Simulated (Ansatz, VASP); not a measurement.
**Two plane-wave programs on EuH4**

```
Eu H
1.0
     4.32994    0.00000    0.00000
    -2.16497    3.74984    0.00000
     0.00000    0.00000    4.47962
Eu H
1 4
Direct
  0.00000 0.00000 0.50000
  0.50000 0.00000 0.00000
  0.00000 0.50000 0.00000
  0.50000 0.50000 0.00000
  0.00000 0.00000 0.00000
```

Alike in both runs: task relaxation of cell and atoms; functional PBE; k mesh 6 × 6 × 4; occupations gaussian, width 0.1 eV; collinear spin.

|  | VASP | Ansatz |
| --- | --- | --- |
| version | VASP 6.6.1 | Ansatz 0.2.0 |
| potentials or method | VASP PAW PBE potentials, release 64 (Eu, H), cutoff 600 eV | scalar-relativistic, plane waves, PAW |
| valence electrons in the cell | 21 | 21 |

```tsv
	VASP	Ansatz	Ansatz less VASP
gap on the k mesh at the Fermi level, each at its own relaxed structure (eV)	none	none	-
net moment per atom (μB)	1.41	1.41	+0.001
size of the moment on the site where the two differ most (μB)	6.50	6.09	-0.413
relaxed volume (Å³/atom)	9.00	9.05	+0.056
relaxed cell length with the largest relative difference (Å)	3.841	3.854	+0.0131
```

Site moments also hang on the region over which each program counts them. A gap of «none» marks a metal or a gap that the smearing closes.

Neither program's run includes spin-orbit coupling. Noted on VASP's run: the volume moved by over 15 % at a fixed basis, so the end points are rough.
